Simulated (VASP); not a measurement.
Runs of VASP 6.6.1 on Zr. The structure is that of space group Im-3m (No. 229), or close to it. The cells are those of the table. 

| task | cell | k mesh | cutoff (eV) | gap on the mesh (eV) | pressure (GPa) |
| --- | --- | --- | --- | --- | --- |
| single point | a = 3.041 Å, angles 109.5°, 1 atom | 14 × 14 × 14 | 520 | none | (b) |
| single point | a = 3.126 Å, angles 109.5°, 1 atom | 14 × 14 × 14 | 520 | none | -0.1 |
| single point | a = 2.996 Å, angles 109.5°, 1 atom | 14 × 14 × 14 | 520 | none | 12.8 |
| single point | a = 3.168 Å, angles 109.5°, 1 atom | 14 × 14 × 14 | 520 | none | (a) |
| single point | a = 3.126 Å, angles 109.5°, 1 atom | 12 × 12 × 12 | 500 | none | 0.0 |
| relaxation of cell and atoms | relaxed from a = 3.116 Å, angles 109.5°, 1 atom | 12 × 12 × 12 | 500 | none | 0.0 |
| single point | a = 3.247 Å, angles 109.5°, 1 atom | 14 × 14 × 14 | 520 | none | -7.8 |
| single point | a = 3.126 Å, angles 109.5°, 1 atom | 20 × 20 × 20 | 520 | none | 0.0 |

Alike in all rows: level RPBE; potentials or basis VASP PAW PBE potentials, release 64 (Zr_sv); no spin polarisation; smearing fermi-dirac 0.1 eV.

Estimate the missing entries.

(a) -3.1; (b) 7.7.

Caveats: the PAW data sets were made with another functional, which shifts forces and pressure a little.

A k mesh can miss the band edges, and the runs leave out spin-orbit coupling on Zr.

A gap of «none» marks levels without a gap at the run's occupations.
